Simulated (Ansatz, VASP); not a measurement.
**SnTe3: VASP beside Ansatz**

```
Sn Te
1.0
     6.04108    0.00000    0.00000
    -3.02054    5.23173    0.00000
     0.00000    0.00000    4.30218
Sn Te
1 3
Direct
  0.00000 0.00000 0.50000
  0.59765 0.00000 0.00000
  0.00000 0.59765 0.00000
  0.40235 0.40235 0.00000
```

Alike in both runs: functional PBE; k mesh 12 × 12 × 10; occupations gaussian, width 0.1 eV; no spin polarisation.

Ansatz relaxed the structure, and its values are those at the end. VASP's run is a single point on that final structure, the one shown.

|  | VASP | Ansatz |
| --- | --- | --- |
| version | VASP 6.6.1 | Ansatz 0.2.0 |
| potentials or method | VASP PAW PBE potentials, release 64 (Sn_d, Te), cutoff 520 eV | scalar-relativistic, plane waves, PAW |
| valence electrons in the cell | 32 | 62 |

```csv
,VASP,Ansatz,Ansatz less VASP
gap on the k mesh at the Fermi level (eV),none,none,-
pressure (GPa),0.0,0.0,+0.04
```

A gap of «none» marks a metal or a gap that the smearing closes. With one functional, cell and mesh, what is left measures potentials, basis and numerics. VASP's potentials hold 32 valence electrons a cell and Ansatz's 62, so a difference there can come from the potentials and not from the codes.

Neither program's run includes spin-orbit coupling.
